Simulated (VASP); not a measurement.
# InSe in VASP: single point with PBE+D3(BJ)

Aim: the single point of InSe with PBE+D3(BJ).

Program: VASP 6.6.1. These are calculated values, not measurements. Logs are shortened: lines on timing, memory, paths and dates and some standing lists are left out, and cuts for length are marked.

## (1) The cell of the first run

The cell holds a slab with vacuum, 8 atoms: a = 4.027 Å, b = 4.027 Å, c = 28.271 Å, α = 90.00°, β = 90.00°, γ = 120.00°.

## (2) Single point, PBE+D3(BJ) (layers slid over each other)

The input, INCAR:

```
SYSTEM = InSe
PREC = Accurate
ENCUT = 520
EDIFF = 1E-7
ISMEAR = 0
SIGMA = 0.05
LREAL = .False.
LASPH = .True.
NELM = 80
ALGO = Normal
ISIF = 2
LWAVE = .False.
LCHARG = .False.
LDIPOL = .True.
IDIPOL = 3
DIPOL = 0.5 0.5 0.405
GGA = PE
IVDW = 12
NBANDS = 48
```

The input, KPOINTS:

```
regular mesh
0
Gamma
  9 9 1
  0 0 0
```

The input, POSCAR:

```
InSe
1.0
    4.0266103640      0.0000000000      0.0000000000
   -2.0133051820      3.4871468663      0.0000000000
    0.0000000000      0.0000000000     28.2707108021
Se In
4 4
Direct
    0.0000000000      0.0000000000      0.1591753399
    0.0000000000      0.0000000000      0.3496677346
    0.1111111111      0.4444444444      0.4596755806
    0.1111111111      0.4444444444      0.6501679753
    0.6666666667      0.3333333333      0.2049979895
    0.6666666667      0.3333333333      0.3038451603
    0.7777777778      0.7777777778      0.5054982302
    0.7777777778      0.7777777778      0.6043454010
```

Potentials or basis: VASP PAW PBE potentials, release 64 (Se, In_d).

The run is started by

```bash
$ cat potpaw_PBE.64/Se/POTCAR potpaw_PBE.64/In_d/POTCAR > POTCAR
$ mpirun -np 1 vasp_std > vasp.out
```

OUTCAR:

```text
SYSTEM = InSe
   PREC = Accurate
   ENCUT = 520
   EDIFF = 1E-7
   ISMEAR = 0
   LREAL = .False.
   LASPH = .True.
   NELM = 80
   ISIF = 2
   GGA = PE
   IVDW = 12
 IVDW          = 12

 ion  position               nearest neighbor table
   1  0.000  0.000  0.159-   5 2.66   5 2.66   5 2.66
   2  0.000  0.000  0.350-   6 2.66   6 2.66   6 2.66
   3  0.111  0.444  0.460-   7 2.66   7 2.66   7 2.66
   4  0.111  0.444  0.650-   8 2.66   8 2.66   8 2.66
   5  0.667  0.333  0.205-   1 2.66   1 2.66   1 2.66   6 2.79
   6  0.667  0.333  0.304-   2 2.66   2 2.66   2 2.66   5 2.79
   7  0.778  0.778  0.505-   3 2.66   3 2.66   3 2.66   8 2.79
   8  0.778  0.778  0.604-   4 2.66   4 2.66   4 2.66   7 2.79

  LATTYP: Found a hexagonal cell.
 ALAT       =     4.0266103640
 C/A-ratio  =     7.0209700583

  Lattice vectors:

 A1 = (   4.0266103640,   0.0000000000,   0.0000000000)
 A2 = (  -2.0133051820,   3.4871468663,   0.0000000000)
 A3 = (   0.0000000000,   0.0000000000,  28.2707108021)

Analysis of symmetry for initial positions (statically):
=====================================================================
 Subroutine PRICEL returns:
 Original cell was already a primitive cell.

 Routine SETGRP: Setting up the symmetry group for a
 hexagonal supercell.

 Subroutine GETGRP returns: Found  1 space group operations
 (whereof  1 operations were pure point group operations)
 out of a pool of 24 trial point group operations.

The static configuration has the point symmetry C_1 .

Analysis of symmetry for dynamics (positions and initial velocities):
=====================================================================
 Subroutine PRICEL returns:
 Original cell was already a primitive cell.

 Routine SETGRP: Setting up the symmetry group for a
 hexagonal supercell.

 Subroutine GETGRP returns: Found  1 space group operations
 (whereof  1 operations were pure point group operations)
 out of a pool of 24 trial point group operations.

The dynamic configuration has the point symmetry C_1 .

 Subroutine INISYM returns: Found  1 space group operations
 (whereof  1 operations are pure point group operations),
 and found     1 'primitive' translations

----------------------------------------------------------------------------------------

                                     Primitive cell

  volume of cell :     396.9598

  direct lattice vectors                    reciprocal lattice vectors
     4.026610364  0.000000000  0.000000000     0.248347843  0.143383694  0.000000000
    -2.013305182  3.487146866  0.000000000     0.000000000  0.286767388  0.000000000
     0.000000000  0.000000000 28.270710802     0.000000000  0.000000000  0.035372298

  length of vectors
     4.026610364  4.026610364 28.270710802     0.286767388  0.286767388  0.035372298

  position of ions in fractional coordinates (direct lattice)
     0.000000000  0.000000000  0.159175340
     0.000000000  0.000000000  0.349667735
     0.111111111  0.444444444  0.459675581
     0.111111111  0.444444444  0.650167975
     0.666666667  0.333333333  0.204997990
     0.666666667  0.333333333  0.303845160
     0.777777778  0.777777778  0.505498230
     0.777777778  0.777777778  0.604345401

  ion indices of the primitive-cell ions
   primitive index   ion index
                 1           1
                 2           2
                 3           3
                 4           4
                 5           5
                 6           6
                 7           7
                 8           8

----------------------------------------------------------------------------------------

 KPOINTS: regular mesh

Automatic generation of k-mesh.
 Grid dimensions read from file:
 generate k-points for:    9    9    1

 Generating k-lattice:

  Cartesian coordinates                     Fractional coordinates (reciprocal lattice)
     0.027594205  0.015931522  0.000000000     0.111111111  0.000000000  0.000000000
     0.000000000  0.031863043  0.000000000     0.000000000  0.111111111  0.000000000
     0.000000000  0.000000000  0.035372298     0.000000000  0.000000000  1.000000000

  Length of vectors
     0.031863043  0.031863043  0.035372298

  Shift w.r.t. Gamma in fractional coordinates (k-lattice)
     0.000000000  0.000000000  0.000000000

 Subroutine IBZKPT returns following result:
 ===========================================

 Found     41 irreducible k-points:

 Following reciprocal coordinates:
            Coordinates               Weight
  0.000000  0.000000  0.000000      1.000000
  0.111111 -0.000000  0.000000      2.000000
  0.000000  0.111111  0.000000      2.000000
 -0.111111  0.111111  0.000000      2.000000
  0.222222  0.000000  0.000000      2.000000
  0.000000  0.222222  0.000000      2.000000
[... 16 lines left out ...]
  0.333333  0.111111  0.000000      2.000000
 -0.111111  0.444444  0.000000      2.000000
 [... further k-points ...]
   k-points           NKPTS =     41   k-points in BZ     NKDIM =     41   number of bands    NBANDS=     48
   number of dos      NEDOS =    301   number of ions     NIONS =      8
   total plane-waves  NPLWV = 189000
   dimension x,y,z NGX =    30 NGY =   30 NGZ =  210
   dimension x,y,z NGXF=    60 NGYF=   60 NGZF=  420
   ions per type =               4   4
   NGX,Y,Z   is equivalent  to a cutoff of  12.39, 12.39, 12.35 a.u.
   NGXF,Y,Z  is equivalent  to a cutoff of  24.77, 24.77, 24.70 a.u.
 SYSTEM =  InSe
   PREC   = accura    normal or accurate (medium, high low for compatibility)
   ISTART =      0    job   : 0-new  1-cont  2-samecut
   ICHARG =      2    charge: 1-file 2-atom 10-const
   ISPIN  =      1    spin polarized calculation?
   LNONCOLLINEAR =      F non collinear calculations
   LSORBIT =      F    spin-orbit coupling
   LASPH  =      T    aspherical Exc in radial PAW
   ENCUT  =  520.0 eV  38.22 Ry    6.18 a.u.   7.49  7.49 52.56*2*pi/ulx,y,z
   NELM   =     80;   NELMIN=  2; NELMDL= -5     # of ELM steps
   EDIFF  = 0.1E-06   stopping-criterion for ELM
   LREAL  =      F    real-space projection
   EDIFFG = 0.1E-05   stopping-criterion for IOM
   NSW    =      0    number of steps for IOM
   IBRION =     -1    ionic relax: 0-MD 1-quasi-New 2-CG
   NFREE  =      0    steps in history (QN), initial steepest desc. (CG)
   ISIF   =      2    stress and relaxation
   ISYM   =      2    0-nonsym 1-usesym 2-fastsym
   POTIM  = 0.5000    time-step for ionic-motion
   TEBEG  =    0.0;   TEEND  =   0.0 temperature during run
   PSTRESS=    0.0 pullay stress
   NELECT =      76.0000    total number of electrons
   NUPDOWN=      -1.0000    fix difference up-down
   EMIN   =  10.00;   EMAX   =-10.00  energy-range for DOS
   EFERMI =   0.00;   METHOD = LEGACY
   ISMEAR =     0;   SIGMA  =   0.05  broadening in eV -4-tet -1-fermi 0-gaus
   EFERMI_NEDOS =   21; number of points for ismear=-14 and -15
   IALGO  =     38    algorithm
   IMIX   =      4    mixing-type and parameters
     AMIX     =   0.40;   BMIX     =  1.00
     AMIX_MAG =   1.60;   BMIX_MAG =  1.00
  volume/ion in A,a.u.               =      49.62       334.85
  Fermi-wavevector in a.u.,A,eV,Ry     =   0.943548  1.783047 12.113024  0.890282
  Thomas-Fermi vector in A             =   2.071266
   LORBIT       =      0    0 simple, 1 ext, 2 COOP (PROOUT), +10 PAW based schemes
   GGA     = PE    functional components
   LHFCALC =     F    Hartree Fock is set to
   AEXX    =    0.0000 exact exchange contribution
   IVDW    =    12    specifies the selected vdW correction
   LEPSILON=     F    determine dielectric tensor
   LRPA    =     F    only Hartree local field effects (RPA)
 non-spin polarized calculation
 Gauss-broadening in eV      SIGMA  =   0.05
  energy-cutoff  :      520.00
  volume of cell :      396.96
 maximum number of plane-waves:     10749
 NGX is ok and might be reduce to    30
   NGX = 15   NGY = 15   NGZ =105

 dipolmoment           0.000000      0.000000      0.000043 electrons x Angstroem

 number of electron      75.9999998 magnetization

 dipolmoment           0.000000      0.000000     -0.000133 electrons x Angstroem

 Free energy of the ion-electron system (eV)
  ---------------------------------------------------
  ext. energy  EPLUGINS =         0.00000000
  ---------------------------------------------------
  free energy    TOTEN  =       -28.34927180 eV

  energy without entropy =      -28.34927180  energy(sigma->0) =      -28.34927180

 E-fermi :   0.1022     XC(G=0):  -5.6364

 val. band max:       -0.1315349312   @ k =   0.1111  -0.0000   0.0000
 cond. band min:       0.9173191206   @ k =   0.0000   0.0000   0.0000
 fundamental gap:      1.0488540517
 Fermi energy:         0.1021912488

 k-point     1 :       0.0000    0.0000    0.0000
  band No.  band energies     occupation
      1     -14.5195      2.00000
      2     -14.5169      2.00000
      3     -14.3366      2.00000
      4     -14.3356      2.00000
      5     -14.3344      2.00000
      6     -14.3327      2.00000
[... 40 lines left out ...]
     47       5.0488      0.00000
     48       5.1913      0.00000

 k-point     2 :       0.1111   -0.0000    0.0000
  band No.  band energies     occupation
      1     -14.5190      2.00000
      2     -14.5164      2.00000
      3     -14.3776      2.00000
      4     -14.3734      2.00000
      5     -14.3342      2.00000
      6     -14.3312      2.00000
[... 40 lines left out ...]
     47       5.1112      0.00000
     48       5.1607      0.00000

 k-point     3 :       0.0000    0.1111    0.0000
  band No.  band energies     occupation
      1     -14.5189      2.00000
      2     -14.5164      2.00000
      3     -14.3774      2.00000
      4     -14.3725      2.00000
      5     -14.3339      2.00000
      6     -14.3326      2.00000
[... 1060 lines left out ...]
     47       4.5296      0.00000
     48       4.5710      0.00000

 k-point    24 :      -0.1111    0.4444    0.0000
  band No.  band energies     occupation
      1     -14.6126      2.00000
      2     -14.6062      2.00000
      3     -14.5060      2.00000
      4     -14.5008      2.00000
      5     -14.4638      2.00000
      6     -14.4613      2.00000
[... 40 lines left out ...]
     47       4.4960      0.00000
     48       4.5861      0.00000

 [... further k-points ...]

------------------------ aborting loop because EDIFF is reached ----------------------------------------

 vacuum level on the upper side and lower side of the slab       (xc-potential included)        -0.073        -0.071

 Edisp (eV)   -2.05484

 E8    (eV) :    -0.9637

  FORCE on cell =-STRESS in cart. coord.  units (eV):
  Direction    XX          YY          ZZ          XY          YZ          ZX
  --------------------------------------------------------------------------------------
  -------------------------------------------------------------------------------------
  Total      -0.05798     0.15296     0.08337    -0.09994     0.30324    -0.06314
  in kB      -0.23402     0.61737     0.33650    -0.40339     1.22391    -0.25483
  external pressure =        0.24 kB  Pullay stress =        0.00 kB

 VOLUME and BASIS-vectors are now :
 -----------------------------------------------------------------------------
  energy-cutoff  :      520.00
  volume of cell :      396.96
      direct lattice vectors                 reciprocal lattice vectors
     4.026610364  0.000000000  0.000000000     0.248347843  0.143383694  0.000000000
    -2.013305182  3.487146866  0.000000000     0.000000000  0.286767388  0.000000000
     0.000000000  0.000000000 28.270710802     0.000000000  0.000000000  0.035372298

 POSITION                                       TOTAL-FORCE (eV/Angst)
 -----------------------------------------------------------------------------------
      0.00000      0.00000      4.50000        -0.000471     -0.002564     -0.010512
      0.00000      0.00000      9.88536         0.010515     -0.090115     -0.034294
     -0.44740      1.54984     12.99536        -0.023508      0.076556      0.031104
     -0.44740      1.54984     18.38071        -0.001090      0.000899      0.010297
      2.01331      1.16238      5.79544        -0.000439     -0.006694      0.010215
      2.01331      1.16238      8.58992         0.007755      0.015613     -0.000991
      1.56590      2.71223     14.29079         0.009801      0.003143      0.004462
      1.56590      2.71223     17.08527        -0.002563      0.003161     -0.010282
 -----------------------------------------------------------------------------------
    total drift:                                0.000175      0.000187     -0.000046

  FREE ENERGIE OF THE ION-ELECTRON SYSTEM (eV)
  ---------------------------------------------------
  free  energy   TOTEN  =       -30.4041167881 eV

  energy  without entropy=      -30.4041167881  energy(sigma->0) =      -30.40411679

 vacuum level on the upper side and lower side of the slab         5.443         5.445
```

Wall time 48 min (1 thread of Oxide Virtual Turin-like, shared host); peak memory 0.81 GiB.

What came out:

```
Free energy                : -30.4041 eV
Largest force              : 0.097 eV/Å
Band gap on the k mesh     : 1.05 eV (least direct gap 1.11 eV)
Dispersion energy per atom : -0.257 eV
```

Forces on the atoms (eV/Å):
```
Se   0.000 -0.003 -0.011
Se   0.011 -0.090 -0.034
Se  -0.024  0.077  0.031
Se  -0.001  0.001  0.010
In   0.000 -0.007  0.010
In   0.008  0.016 -0.001
In   0.010  0.003  0.004
In  -0.003  0.003 -0.010
```

Caveat: the cell differs from its parent crystal (layers slid over each other); spin-orbit coupling is left out, which moves the levels of the heavy elements.
